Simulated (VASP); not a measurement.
Crystal: SnO.

```xyz
2
Lattice="0.0000 2.2133 2.2133 2.2133 0.0000 2.2133 2.2133 2.2133 0.0000" Properties=species:S:1:pos:R:3 pbc="T T T"
Sn    0.0000    0.0000    0.0000
O     1.1067    1.1067    1.1067
```

```yaml
Program: VASP 6.6.1
Task: relaxation of cell and atoms
Functional: PBEsol
Potentials_or_basis: VASP PAW PBE potentials, release 64 (Sn_d, O)
Cutoff: 600 eV
k_mesh: 8 × 8 × 8
Occupations: fermi-dirac, width 0.03 eV
Spin: no spin polarisation
```

At the start: pressure 132.5 GPa; volume 10.84 Å³/atom.

**Question.** How do energy, volume and symmetry change on relaxing?

**Answer.** Over 5 steps the energy falls by 2054.3 meV/atom and the volume is 18.86 Å³/atom (+74.0 %); space group F-43m (No. 216, to 0.05 Å).

Step by step:
| step | energy change (eV) | largest force (eV/Å) | pressure (GPa) | volume (Å³) |
| --- | --- | --- | --- | --- |
| 1 | 0.0000 | 0.0000 | 132.45 | 21.69 |
| 2 | -1.3841 | 0.0000 | -26.59 | 63.74 |
| 3 | -4.1030 | 0.0000 | -1.91 | 38.67 |
| 4 | -4.1074 | 0.0000 | -0.91 | 38.16 |
| 5 | -4.1087 | 0.0000 | 0.04 | 37.72 |

Final structure:
```xyz
2
Lattice="0.0000 2.6619 2.6619 2.6619 0.0000 2.6619 2.6619 2.6619 0.0000" Properties=species:S:1:pos:R:3 pbc="T T T"
Sn    0.0000    0.0000    0.0000
O     1.3309    1.3309    1.3309
```

Caveat: the volume moved by over 15 % at a fixed basis, so the end points are rough; the PAW data sets were made with another functional, which shifts forces and pressure a little.
